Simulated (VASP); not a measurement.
# Zr2H3Pd (I4/mmm) in VASP: notebook

Runs on Zr2H3Pd. Level: PBEsol. Tasks: single point.

All numbers are computed with VASP 6.6.1; they aren't measurements. Logs are shortened: lines on timing, memory, paths and dates and some standing lists are left out, and cuts for length are marked.

## (1) The cell of the first run

Symmetry: I4/mmm, No. 139, tetragonal system. The conventional cell has a = 3.207 Å, b = 3.207 Å, c = 13.400 Å, α = 90.00°, β = 90.00°, γ = 90.00°. Zr (site symmetry 4mm) has 5 H at 1.97 to 2.12 Å within 2.6 Å. Within 2.6 Å of H (site symmetry 4/mmm) lie 2 Zr at 1.97 Å and 4 Pd at 2.27 Å. Within 2.8 Å of H (site symmetry -4m2) lie 4 Zr at 2.12 Å and 4 H at 2.27 Å. Pd (site symmetry 4/mmm) has 4 H at 2.27 Å within 3.0 Å.

## (2) Single point, PBEsol

Contents of INCAR:

```
SYSTEM = Zr2H3Pd
PREC     = Accurate       ! precision mode
ENCUT    = 520            ! plane-wave cutoff, eV
EDIFF    = 1E-6           ! SCF threshold, eV
ISMEAR   = 1              ! smearing method
SIGMA    = 0.05           ! smearing width, eV
LREAL    = .False.        ! projectors in reciprocal space
LASPH    = .True.         ! aspherical terms in the spheres
NELM     = 80             ! most SCF steps
ALGO     = Normal         ! electronic algorithm
ISIF     = 2              ! what is computed and relaxed
LWAVE    = .False.        ! write WAVECAR
LCHARG   = .False.        ! write CHGCAR
GGA      = PS             ! functional
NBANDS   = 28             ! bands
```

Contents of KPOINTS:

```
Automatic mesh
0
Gamma
  3 3 3
  0 0 0
```

Contents of POSCAR:

```
Zr2H3Pd
1.0
   -1.6033930000      1.6033930000      6.7000100000
    1.6033930000     -1.6033930000      6.7000100000
    1.6033930000      1.6033930000     -6.7000100000
Zr H Pd
2 3 1
Direct
    0.6470620000      0.6470620000      0.0000000000
    0.3529380000      0.3529380000      0.0000000000
    0.5000000000      0.5000000000      0.0000000000
    0.7500000000      0.2500000000      0.5000000000
    0.2500000000      0.7500000000      0.5000000000
    0.0000000000      0.0000000000      0.0000000000
```

Potentials or basis: VASP PAW PBE potentials, release 64 (Zr_sv, H, Pd).

Command:

```sh
cat potpaw_PBE.64/Zr_sv/POTCAR potpaw_PBE.64/H/POTCAR potpaw_PBE.64/Pd/POTCAR > POTCAR
mpirun -np 1 vasp_std > vasp.out
```

OUTCAR:

```text
SYSTEM = Zr2H3Pd
   PREC = Accurate
   ENCUT = 520
   EDIFF = 1E-6
   ISMEAR = 1
   LREAL = .False.
   LASPH = .True.
   NELM = 80
   ISIF = 2
   GGA = PS

 ion  position               nearest neighbor table
   1  0.647  0.647  0.000-   3 1.97   4 2.12   5 2.12   4 2.12   5 2.12   6 3.00   6 3.00   6 3.00
                             6 3.00   2 3.57   2 3.57   2 3.57   2 3.57
   2  0.353  0.353  0.000-   3 1.97   4 2.12   5 2.12   5 2.12   4 2.12   6 3.00   6 3.00   6 3.00
                             6 3.00   1 3.57   1 3.57   1 3.57   1 3.57
   3  0.500  0.500  0.000-   1 1.97   2 1.97
   4  0.750  0.250  0.500-   1 2.12   2 2.12   2 2.12   1 2.12
   5  0.250  0.750  0.500-   1 2.12   2 2.12   2 2.12   1 2.12
   6  0.000  0.000  0.000-   1 3.00   1 3.00   1 3.00   2 3.00   1 3.00   2 3.00   2 3.00   2 3.00

  LATTYP: Found a body centered tetragonal cell.
 ALAT       =     3.2067860000
 C/A-ratio  =     4.1786449111

  Lattice vectors:

 A1 = (  -1.6033930000,   1.6033930000,   6.7000100000)
 A2 = (   1.6033930000,  -1.6033930000,   6.7000100000)
 A3 = (   1.6033930000,   1.6033930000,  -6.7000100000)

Analysis of symmetry for initial positions (statically):
=====================================================================
 Subroutine PRICEL returns:
 Original cell was already a primitive cell.

 Routine SETGRP: Setting up the symmetry group for a
 body centered tetragonal supercell.

 Subroutine GETGRP returns: Found 16 space group operations
 (whereof 16 operations were pure point group operations)
 out of a pool of 16 trial point group operations.

The static configuration has the point symmetry D_4h.

Analysis of symmetry for dynamics (positions and initial velocities):
=====================================================================
 Subroutine PRICEL returns:
 Original cell was already a primitive cell.

 Routine SETGRP: Setting up the symmetry group for a
 body centered tetragonal supercell.

 Subroutine GETGRP returns: Found 16 space group operations
 (whereof 16 operations were pure point group operations)
 out of a pool of 16 trial point group operations.

The dynamic configuration has the point symmetry D_4h.

 Subroutine INISYM returns: Found 16 space group operations
 (whereof 16 operations are pure point group operations),
 and found     1 'primitive' translations

----------------------------------------------------------------------------------------

                                     Primitive cell

  volume of cell :      68.8994

  direct lattice vectors                    reciprocal lattice vectors
    -1.603393000  1.603393000  6.700010000     0.000000000  0.311838707  0.074626754
     1.603393000 -1.603393000  6.700010000     0.311838707  0.000000000  0.074626754
     1.603393000  1.603393000 -6.700010000     0.311838707  0.311838707  0.000000000

  length of vectors
     7.073321159  7.073321159  7.073321159     0.320643933  0.320643933  0.441006529

  position of ions in fractional coordinates (direct lattice)
     0.647062000  0.647062000  0.000000000
     0.352938000  0.352938000  0.000000000
     0.500000000  0.500000000  0.000000000
     0.750000000  0.250000000  0.500000000
     0.250000000  0.750000000  0.500000000
     0.000000000  0.000000000  0.000000000

  ion indices of the primitive-cell ions
   primitive index   ion index
                 1           1
                 2           2
                 3           3
                 4           4
                 5           5
                 6           6

----------------------------------------------------------------------------------------

 KPOINTS: Automatic mesh

Automatic generation of k-mesh.
 Grid dimensions read from file:
 generate k-points for:    3    3    3

 Generating k-lattice:

  Cartesian coordinates                     Fractional coordinates (reciprocal lattice)
     0.000000000  0.103946236  0.024875585     0.333333333  0.000000000 -0.000000000
     0.103946236  0.000000000  0.024875585     0.000000000  0.333333333 -0.000000000
     0.103946236  0.103946236  0.000000000     0.000000000  0.000000000  0.333333333

  Length of vectors
     0.106881311  0.106881311  0.147002176

  Shift w.r.t. Gamma in fractional coordinates (k-lattice)
     0.000000000  0.000000000  0.000000000

 Subroutine IBZKPT returns following result:
 ===========================================

 Found      6 irreducible k-points:

 Following reciprocal coordinates:
            Coordinates               Weight
  0.000000  0.000000  0.000000      1.000000
  0.333333 -0.000000  0.000000      8.000000
  0.333333  0.333333  0.000000      8.000000
 -0.333333  0.333333  0.000000      4.000000
 -0.333333  0.333333  0.333333      4.000000
 -0.333333 -0.333333  0.333333      2.000000
   k-points           NKPTS =      6   k-points in BZ     NKDIM =      6   number of bands    NBANDS=     28
   number of dos      NEDOS =    301   number of ions     NIONS =      6
   total plane-waves  NPLWV = 157464
   dimension x,y,z NGX =    54 NGY =   54 NGZ =   54
   dimension x,y,z NGXF=   108 NGYF=  108 NGZF=  108
   ions per type =               2   3   1
   NGX,Y,Z   is equivalent  to a cutoff of  12.69, 12.69, 12.69 a.u.
   NGXF,Y,Z  is equivalent  to a cutoff of  25.38, 25.38, 25.38 a.u.
 SYSTEM =  Zr2H3Pd
   PREC   = accura    normal or accurate (medium, high low for compatibility)
   ISTART =      0    job   : 0-new  1-cont  2-samecut
   ICHARG =      2    charge: 1-file 2-atom 10-const
   ISPIN  =      1    spin polarized calculation?
   LNONCOLLINEAR =      F non collinear calculations
   LSORBIT =      F    spin-orbit coupling
   LASPH  =      T    aspherical Exc in radial PAW
   ENCUT  =  520.0 eV  38.22 Ry    6.18 a.u.  13.15 13.15 13.15*2*pi/ulx,y,z
   NELM   =     80;   NELMIN=  2; NELMDL= -5     # of ELM steps
   EDIFF  = 0.1E-05   stopping-criterion for ELM
   LREAL  =      F    real-space projection
   EDIFFG = 0.1E-04   stopping-criterion for IOM
   NSW    =      0    number of steps for IOM
   IBRION =     -1    ionic relax: 0-MD 1-quasi-New 2-CG
   NFREE  =      0    steps in history (QN), initial steepest desc. (CG)
   ISIF   =      2    stress and relaxation
   ISYM   =      2    0-nonsym 1-usesym 2-fastsym
   POTIM  = 0.5000    time-step for ionic-motion
   TEBEG  =    0.0;   TEEND  =   0.0 temperature during run
   PSTRESS=    0.0 pullay stress
   NELECT =      37.0000    total number of electrons
   NUPDOWN=      -1.0000    fix difference up-down
   EMIN   =  10.00;   EMAX   =-10.00  energy-range for DOS
   EFERMI =   0.00;   METHOD = LEGACY
   ISMEAR =     1;   SIGMA  =   0.05  broadening in eV -4-tet -1-fermi 0-gaus
   EFERMI_NEDOS =   21; number of points for ismear=-14 and -15
   IALGO  =     38    algorithm
   IMIX   =      4    mixing-type and parameters
     AMIX     =   0.40;   BMIX     =  1.00
     AMIX_MAG =   1.60;   BMIX_MAG =  1.00
  volume/ion in A,a.u.               =      11.48        77.49
  Fermi-wavevector in a.u.,A,eV,Ry     =   1.330670  2.514601 24.091589  1.770682
  Thomas-Fermi vector in A             =   2.459739
   LORBIT       =      0    0 simple, 1 ext, 2 COOP (PROOUT), +10 PAW based schemes
   GGA     = PS    functional components
   LHFCALC =     F    Hartree Fock is set to
   AEXX    =    0.0000 exact exchange contribution
   IVDW    =     0    specifies the selected vdW correction
   LEPSILON=     F    determine dielectric tensor
   LRPA    =     F    only Hartree local field effects (RPA)
 non-spin polarized calculation
 Methfessel and Paxton  Order N= 1 SIGMA  =   0.05
  energy-cutoff  :      520.00
  volume of cell :       68.90
 maximum number of plane-waves:      1867
 NGX is ok and might be reduce to    54
   NGX = 27   NGY = 27   NGZ = 27

 number of electron      37.0000002 magnetization

 Free energy of the ion-electron system (eV)
  ---------------------------------------------------
  ext. energy  EPLUGINS =         0.00000000
  ---------------------------------------------------
  free energy    TOTEN  =       -36.73445048 eV

  energy without entropy =      -36.73225340  energy(sigma->0) =      -36.73371812

 E-fermi :   8.6409     XC(G=0): -11.6942

 val. band max:        8.6175893539   @ k =   0.3333  -0.0000   0.0000
 cond. band min:       8.8020341682   @ k =   0.3333  -0.0000   0.0000
 fundamental gap:      0.1844448143
 Fermi energy:         8.6409474597

 k-point     1 :       0.0000    0.0000    0.0000
  band No.  band energies     occupation
      1     -40.3807      2.00000
      2     -40.3487      2.00000
      3     -18.7381      2.00000
      4     -18.3932      2.00000
      5     -18.1722      2.00000
      6     -18.1722      2.00000
[... 20 lines left out ...]
     27      12.6554      0.00000
     28      16.1486      0.00000

 k-point     2 :       0.3333   -0.0000    0.0000
  band No.  band energies     occupation
      1     -40.3367      2.00000
      2     -40.3208      2.00000
      3     -18.6594      2.00000
      4     -18.5931      2.00000
      5     -18.4839      2.00000
      6     -18.3933      2.00000
[... 20 lines left out ...]
     27      14.2406      0.00000
     28      15.4075      0.00000

 k-point     3 :       0.3333    0.3333    0.0000
  band No.  band energies     occupation
      1     -40.2967      2.00000
      2     -40.2902      2.00000
      3     -18.5904      2.00000
      4     -18.5546      2.00000
      5     -18.5077      2.00000
      6     -18.4520      2.00000
[... 20 lines left out ...]
     27      14.4596      0.00000
     28      15.4675      0.00000

 k-point     4 :      -0.3333    0.3333    0.0000
  band No.  band energies     occupation
      1     -40.2984      2.00000
      2     -40.2885      2.00000
      3     -18.6064      2.00000
      4     -18.5542      2.00000
      5     -18.4907      2.00000
      6     -18.4718      2.00000
[... 20 lines left out ...]
     27      15.0512      0.00000
     28      15.4280      0.00000

 k-point     5 :      -0.3333    0.3333    0.3333
  band No.  band energies     occupation
      1     -40.3347      2.00000
      2     -40.3227      2.00000
      3     -18.6302      2.00000
      4     -18.6092      2.00000
      5     -18.4538      2.00000
      6     -18.4375      2.00000
[... 20 lines left out ...]
     27      14.7768      0.00000
     28      14.9898      0.00000

 k-point     6 :      -0.3333   -0.3333    0.3333
  band No.  band energies     occupation
      1     -40.3784      2.00000
      2     -40.3510      2.00000
      3     -18.6866      2.00000
      4     -18.4481      2.00000
      5     -18.1728      2.00000
      6     -18.1728      2.00000
[... 20 lines left out ...]
     27      12.7824      0.00000
     28      14.9753      0.00000

------------------------ aborting loop because EDIFF is reached ----------------------------------------

  FORCE on cell =-STRESS in cart. coord.  units (eV):
  Direction    XX          YY          ZZ          XY          YZ          ZX
  --------------------------------------------------------------------------------------
  -------------------------------------------------------------------------------------
  Total       -4.3686758     -4.3686758     -0.7540748      0.0000000      0.0000000      0.0000000
  in kB     -101.5886039   -101.5886039    -17.5351546      0.0000000      0.0000000      0.0000000
  external PRESSURE =     -73.5707874 kB  Pullay stress =       0.0000000 kB

 VOLUME and BASIS-vectors are now :
 -----------------------------------------------------------------------------
  energy-cutoff  :      520.00
  volume of cell :       68.90
      direct lattice vectors                 reciprocal lattice vectors
    -1.603393000  1.603393000  6.700010000     0.000000000  0.311838707  0.074626754
     1.603393000 -1.603393000  6.700010000     0.311838707  0.000000000  0.074626754
     1.603393000  1.603393000 -6.700010000     0.311838707  0.311838707  0.000000000

 POSITION                                       TOTAL-FORCE (eV/Angst)
 -----------------------------------------------------------------------------------
      0.00000      0.00000      8.67064         0.000000      0.000000      0.276342
      0.00000      0.00000      4.72938         0.000000      0.000000     -0.276342
      0.00000      0.00000      6.70001        -0.000000     -0.000000     -0.000000
      0.00000      1.60339      3.35000        -0.000000     -0.000000     -0.000000
      1.60339      0.00000      3.35000        -0.000000     -0.000000     -0.000000
      0.00000      0.00000      0.00000        -0.000000     -0.000000     -0.000000
 -----------------------------------------------------------------------------------
    total drift:                                0.000000     -0.000000      0.000000

  FREE ENERGIE OF THE ION-ELECTRON SYSTEM (eV)
  ---------------------------------------------------
  free  energy   TOTEN  =       -36.7344504795 eV

  energy  without entropy=      -36.7322534023  energy(sigma->0) =      -36.73371812
```

Wall time 76 s (1 thread of Intel Xeon Platinum 8488C (Sapphire Rapids), shared host); peak memory 0.37 GiB.

Results:

- Free energy: -36.7345 eV
- Pressure: -7.4 GPa
- Largest force: 0.276 eV/Å

Forces on the atoms (eV/Å):
```
Zr   0.000  0.000  0.276
Zr   0.000  0.000 -0.276
H    0.000  0.000  0.000
H    0.000  0.000  0.000
H    0.000  0.000  0.000
Pd   0.000  0.000  0.000
```

Levels at points of the mesh, in eV from the Fermi level:
```
           k point  band 16  band 17  band 18  band 19  band 20  band 21  band 22  band 23
(0.00, 0.00, 0.00)    -2.77    -2.44    -0.53    -0.03     1.72     1.72     1.78     2.41
```

Caveat: the k points lie up to 0.92 Å⁻¹ apart; the PAW data sets were made with another functional, which shifts forces and pressure a little.

## (3) Single point, PBEsol

Contents of INCAR:

```
SYSTEM = Zr2H3Pd
PREC = Accurate
ENCUT = 520
EDIFF = 1E-6
ISMEAR = 1
SIGMA = 0.05
LREAL = .FALSE.
LASPH = .TRUE.
NELM = 100
ALGO = Normal
ISIF = 2
LWAVE = .FALSE.
LCHARG = .FALSE.
GGA = PS
NBANDS = 28
```

Contents of KPOINTS:

```
regular mesh
0
G
  4 4 4
  0 0 0
```

POSCAR is that of step 2.

Potentials or basis: VASP PAW PBE potentials, release 64 (Zr_sv, H, Pd).

Command:

```sh
cat potpaw_PBE.64/Zr_sv/POTCAR potpaw_PBE.64/H/POTCAR potpaw_PBE.64/Pd/POTCAR > POTCAR
mpirun -np 1 vasp_std > vasp.out
```

Wall time 1.7 min (1 thread of Intel Xeon Platinum 8488C (Sapphire Rapids), shared host); peak memory 0.38 GiB.

It converged, with:

| Quantity | Value |
| --- | --- |
| Free energy | -36.4257 eV |
| Pressure | -6.3 GPa |
| Largest force | 0.255 eV/Å |

Forces in eV/Å, atoms in the order of the input:
```
Zr   0.000  0.000  0.255
Zr   0.000  0.000 -0.255
H    0.000  0.000  0.000
H    0.000  0.000  0.000
H    0.000  0.000  0.000
Pd   0.000  0.000  0.000
```

Stress tensor (GPa, compression positive):
```
-7.35  0.00  0.00
 0.00 -7.35  0.00
 0.00  0.00 -4.08
```

Levels at points of the mesh, in eV from the Fermi level:
| k point | band 15 | band 16 | band 17 | band 18 | band 19 | band 20 | band 21 | band 22 | band 23 | band 24 |
| --- | --- | --- | --- | --- | --- | --- | --- | --- | --- | --- |
| (0.00, 0.00, 0.00) | -2.78 | -2.78 | -2.42 | -0.54 | -0.06 | 1.69 | 1.69 | 1.78 | 2.41 | 2.41 |
| (0.50, 0.00, 0.00) | -2.92 | -2.78 | -1.02 | -0.71 | -0.29 | 0.26 | 1.37 | 1.94 | 2.88 | 3.28 |
| (0.50, 0.50, 0.00) | -2.53 | -1.69 | -0.98 | -0.84 | 0.03 | 0.33 | 2.12 | 2.69 | 3.86 | 4.71 |
| (0.50, 0.50, 0.50) | -2.75 | -2.42 | -1.02 | -0.98 | -0.91 | 1.00 | 1.00 | 2.55 | 3.65 | 3.65 |

Caveat: the k points lie up to 0.69 Å⁻¹ apart; the PAW data sets were made with another functional, which shifts forces and pressure a little.

## (4) Single point, PBEsol

Contents of INCAR:

```
  PREC = Accurate
  ENCUT = 520
  EDIFF = 1E-6
  ISMEAR = 1
  SIGMA = 0.05
  LREAL = F
  LASPH = T
  NELM = 100
  ALGO = Normal
  ISIF = 2
  LWAVE = F
  LCHARG = T
  GGA = PS
  LELF = T
  LVHAR = T
  NBANDS = 28
```

Contents of KPOINTS:

```
Automatic mesh
0
Gamma
  6 6 6
```

POSCAR is that of step 3.

Command:

```sh
cat potpaw_PBE.64/Zr_sv/POTCAR potpaw_PBE.64/H/POTCAR potpaw_PBE.64/Pd/POTCAR > POTCAR
mpirun -np 1 vasp_std > vasp.out
```

It took 3.6 min on 1 thread of Intel Xeon Platinum 8488C (Sapphire Rapids), shared host; peak memory 0.4 GiB.

The run converged. Its results:

- Free energy: -36.4264 eV
- Pressure: -6.0 GPa
- Largest force: 0.131 eV/Å

Forces in eV/Å, atoms in the order of the input:
```
Zr   0.000  0.000 -0.131
Zr   0.000  0.000  0.131
H    0.000  0.000  0.000
H    0.000  0.000  0.000
H    0.000  0.000  0.000
Pd   0.000  0.000  0.000
```

Levels at points of the mesh, in eV from the Fermi level:
```
           k point  band 15  band 16  band 17  band 18  band 19  band 20  band 21  band 22  band 23  band 24
(0.00, 0.00, 0.00)    -2.76    -2.76    -2.39    -0.57    -0.06     1.65     1.65     1.76     2.38     2.38
(0.50, 0.00, 0.00)    -2.90    -2.76    -1.05    -0.70    -0.32     0.25     1.34     1.90     2.84     3.25
(0.50, 0.50, 0.00)    -2.56    -1.66    -0.98    -0.85     0.02     0.35     2.08     2.66     3.84     4.69
(0.50, 0.50, 0.50)    -2.74    -2.39    -1.06    -1.01    -0.91     0.96     0.96     2.53     3.61     3.61
```

Caveat: the k points lie up to 0.46 Å⁻¹ apart; the PAW data sets were made with another functional, which shifts forces and pressure a little.

## (5) The runs side by side

```csv
k mesh,gap on the mesh (eV),pressure (GPa),largest force (eV/Å)
3 × 3 × 3,none,-7.4,0.28
4 × 4 × 4,none,-6.3,0.25
6 × 6 × 6,none,-6.0,0.13
```

Alike in all rows: task single point; level PBEsol; potentials or basis VASP PAW PBE potentials, release 64 (Zr_sv, H, Pd); no spin polarisation; cell as given; cutoff (eV) 520; smearing methfessel-paxton 0.05 eV.

Caveats: all runs use coarse meshes; the PAW data sets were made with another functional, which shifts forces and pressure a little.

Total energies depend on the potentials used, so only differences within one code and one set of settings carry meaning.
